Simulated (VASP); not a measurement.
Set up this calculation in VASP 6.6.1, as the native input.

| Quantity | Value |
| --- | --- |
| Task | single point |
| Functional | PBE |
| Potentials or basis | VASP PAW PBE potentials, release 64 (Ta_pv, W_sv) |
| Cutoff | 520 eV |
| k mesh | 10 × 10 × 10 |
| Occupations | gaussian, width 0.1 eV |
| Spin | no spin polarisation |
| Dipole correction | no |
| Further INCAR settings | ALGO = Fast; EDIFF = 1e-06; NBANDS = 42 |

The structure of TaW4 lies in POSCAR:

```
TaW4
1.0
   -3.0191099275      3.0191099275      2.3168258832
    3.0191099275     -3.0191099275      2.3168258832
    3.0191099275      3.0191099275     -2.3168258832
Ta W
1 4
Direct
    0.0000000000      0.0000000000      0.0000000000
    0.4115562765      0.7983064771      0.2098627536
    0.5884437235      0.2016935229      0.7901372464
    0.2016935229      0.4115562765      0.6132497993
    0.7983064771      0.5884437235      0.3867502007
```

The input as run:

INCAR

```
SYSTEM = TaW4
PREC     = Accurate       ! precision mode
ENCUT    = 520            ! plane-wave cutoff, eV
EDIFF    = 1E-6           ! SCF threshold, eV
ISMEAR   = 0              ! smearing method
SIGMA    = 0.1            ! smearing width, eV
LREAL    = .FALSE.        ! projectors in reciprocal space
LASPH    = .TRUE.         ! aspherical terms in the spheres
NELM     = 60             ! most SCF steps
ALGO     = Fast           ! electronic algorithm
ISIF     = 2              ! what is computed and relaxed
LWAVE    = .FALSE.        ! write WAVECAR
LCHARG   = .FALSE.        ! write CHGCAR
GGA      = PE             ! functional
NBANDS   = 42             ! bands
```

KPOINTS

```
Automatic mesh
0
G
  10 10 10
  0 0 0
```

Potentials or basis: VASP PAW PBE potentials, release 64 (Ta_pv, W_sv).

Run with:

```console
$ cat potpaw_PBE.64/Ta_pv/POTCAR potpaw_PBE.64/W_sv/POTCAR > POTCAR
$ mpirun -np 1 vasp_std > vasp.out
```

It gave:

| Quantity | Value |
| --- | --- |
| Pressure | 0.4 GPa |
| Largest force | 0.015 eV/Å |
| Band gap on the k mesh | zero (an odd number of electrons rules out a gap without spin polarisation) |

Caveat: spin-orbit coupling is left out, which moves the levels of the heavy elements.

It took 16 min on 1 thread of Intel Xeon 8259CL, on a shared host, peak memory 0.51 GiB.
